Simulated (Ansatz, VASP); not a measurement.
**SnO: VASP beside Ansatz**

```xyz
4
Lattice="3.3156 0.0000 0.0000 0.0000 5.7050 0.0000 0.0000 0.0000 3.8942" Properties=species:S:1:pos:R:3 pbc="T T T"
Sn    0.0000    1.3338    2.0490
Sn    1.6578    4.3712    0.1019
O     0.1414    4.9095    2.8187
O     1.6578    0.6540    0.8716
```

Alike in both runs: task single point; functional PBEsol; k mesh 8 × 6 × 8; occupations gaussian, width 0.05 eV; no spin polarisation.

|  | VASP | Ansatz |
| --- | --- | --- |
| version | VASP 6.6.1 | Ansatz 0.2.0 |
| potentials or method | VASP PAW PBE potentials, release 64 (Sn_d, O), cutoff 520 eV | scalar-relativistic, plane waves, PAW |
| valence electrons in the cell | 40 | 40 |

VASP gave:

* gap on the k mesh at the Fermi level (eV): 1.34
* least direct gap on the mesh (eV): 1.68
* pressure (GPa): 1.0
* traceless stress, the component that is largest in VASP (GPa): 2.67
* rms of the force components (eV/Å): 0.750

Problem. Estimate Ansatz's values.

Solution. gap on the k mesh at the Fermi level (eV): 1.35; least direct gap on the mesh (eV): 1.69; pressure (GPa): 0.8; traceless stress, the component that is largest in VASP (GPa): 2.61; rms of the force components (eV/Å): 0.729.

VASP's potentials were made for PBE, not for PBEsol. Atom by atom the forces differ by 0.038 eV/Å (rms over components). The functional is the same, so the differences come from potentials, cutoffs and numerics.
